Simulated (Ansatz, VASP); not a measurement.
# Sc2GaN3: VASP beside Ansatz

```
CELL_PARAMETERS angstrom
5.47432 0.00000 0.00000
-2.73716 4.74090 0.00000
0.00000 0.00000 3.02646
ATOMIC_POSITIONS crystal
Sc 0.33333 0.66667 0.00000
Sc 0.66667 0.33333 0.00000
Ga 0.00000 0.00000 0.50000
N 0.50000 0.00000 0.50000
N 0.00000 0.50000 0.50000
N 0.50000 0.50000 0.50000
```

Alike in both runs: functional PBE; k mesh 12 × 12 × 12; occupations gaussian, width 0.1 eV; no spin polarisation.

Ansatz relaxed the structure, and its values are those at the end. VASP's run is a single point on that final structure, the one shown.

|  | VASP | Ansatz |
| --- | --- | --- |
| version | VASP 6.6.1 | Ansatz 0.2.0 |
| potentials or method | VASP PAW PBE potentials, release 64 (Sc_sv, Ga_d, N), cutoff 520 eV | scalar-relativistic, plane waves, PAW |
| valence electrons in the cell | 50 | 50 |

VASP gave:

* gap on the k mesh at the Fermi level (eV): none
* pressure (GPa): 0.6

Which values does Ansatz return?

gap on the k mesh at the Fermi level (eV): none; pressure (GPa): 0.0.

A gap of «none» marks a metal or a gap that the smearing closes. The functional is the same, so the differences come from potentials, cutoffs and numerics.
